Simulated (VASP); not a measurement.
The system is TaN.

```
Ta N
1.0
     5.19600    0.00000    0.00000
    -2.59800    4.49987    0.00000
     0.00000    0.00000    2.91100
Ta N
3 3
Direct
  0.00000 0.00000 0.00000
  0.66667 0.33333 0.50000
  0.33333 0.66667 0.50000
  0.00000 0.39285 0.00000
  0.60715 0.60715 0.00000
  0.39285 0.00000 0.00000
```

```yaml
Program: VASP 6.6.1
Task: relaxation of cell and atoms
Functional: PBE
Potentials_or_basis: VASP PAW PBE potentials, release 64 (Ta_pv, N)
Cutoff: 600 eV
k_mesh: 6 × 6 × 9
Occupations: fermi-dirac, width 0.05 eV
Spin: no spin polarisation
```

At the start: pressure 5.6 GPa; volume 11.34 Å³/atom.

Where does the relaxation end?

Over 7 steps the energy falls by 3.5 meV/atom and the volume is 11.55 Å³/atom (+1.8 %); space group P-62m (No. 189, to 0.1 Å) before and after.

Step by step:
```tsv
step	energy change (eV)	largest force (eV/Å)	pressure (GPa)	volume (Å³)
1	0.0000	0.0468	5.60	68.06
2	0.0834	0.2350	-11.42	72.05
3	-0.0205	0.0465	-0.09	69.26
4	-0.0205	0.0447	0.02	69.24
5	-0.0209	0.0224	0.06	69.25
6	-0.0209	0.0210	0.06	69.25
7	-0.0210	0.0006	-0.09	69.29
```

Final structure:
```cif
data_structure
_symmetry_space_group_name_H-M 'P 1'
_symmetry_Int_Tables_number 1
_cell_length_a 5.2325
_cell_length_b 5.2325
_cell_length_c 2.9222
_cell_angle_alpha 90.000
_cell_angle_beta 90.000
_cell_angle_gamma 120.000
_cell_volume 69.29
loop_
_atom_site_label
_atom_site_type_symbol
_atom_site_fract_x
_atom_site_fract_y
_atom_site_fract_z
_atom_site_occupancy
Ta1 Ta 0.00000 0.00000 0.00000 1
Ta2 Ta 0.66667 0.33333 0.50000 1
Ta3 Ta 0.33333 0.66667 0.50000 1
N1 N 0.00000 0.39238 0.00000 1
N2 N 0.60762 0.60762 0.00000 1
N3 N 0.39238 0.00000 0.00000 1
```
